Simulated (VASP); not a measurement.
Set up this calculation in VASP 6.6.1, as the native input.

```
Task                   : single point
Functional             : PBE
Potentials or basis    : VASP PAW PBE potentials, release 64 (Hf_pv, O)
Cutoff                 : 520 eV
k mesh                 : 8 × 8 × 8
Occupations            : gaussian, width 0.05 eV
Spin                   : no spin polarisation
Dipole correction      : no
Further INCAR settings : ALGO = Normal; EDIFF = 1e-06; NBANDS = 18
```

The structure of HfO2 lies in POSCAR:

```
HfO2
1.0
   -0.1991543766      2.4305248924      2.4305248924
    2.4305248924     -0.1991543766      2.4305248924
    2.4305248924      2.4305248924     -0.1991543766
Hf O
1 2
Direct
    0.0000000000      0.0000000000      0.0000000000
    0.2500000000      0.2500000000      0.2500000000
    0.7500000000      0.7500000000      0.7500000000
```

The input as run:

INCAR

```
SYSTEM = HfO2
PREC = Accurate ; ENCUT = 520
EDIFF = 1E-6 ; ISMEAR = 0
SIGMA = 0.05 ; LREAL = .False.
LASPH = .True. ; NELM = 100
ALGO = Normal ; ISIF = 2
LWAVE = .False. ; LCHARG = .False.
GGA = PE ; NBANDS = 18
```

KPOINTS

```
Automatic mesh
0
Gamma
  8 8 8
  0 0 0
```

Potentials or basis: VASP PAW PBE potentials, release 64 (Hf_pv, O).

Run with:

```sh
$ cat potpaw_PBE.64/Hf_pv/POTCAR potpaw_PBE.64/O/POTCAR > POTCAR
$ mpirun -np 1 vasp_std > vasp.out
```

Results of the run:

| Item | Value |
| --- | --- |
| Pressure | 8.6 GPa |
| Largest force | 1.703 eV/Å |
| Band gap on the k mesh | 3.98 eV, direct |

Caveat: spin-orbit coupling is left out, which moves the levels of the heavy elements; forces of over 1 eV/Å act on the atoms, so gaps and moduli don't describe the material at rest.

Wall time 24 s on 1 thread of Intel(R) Xeon(R) Platinum 8488C (Sapphire Rapids), with other jobs on the host, peak memory 0.17 GiB.
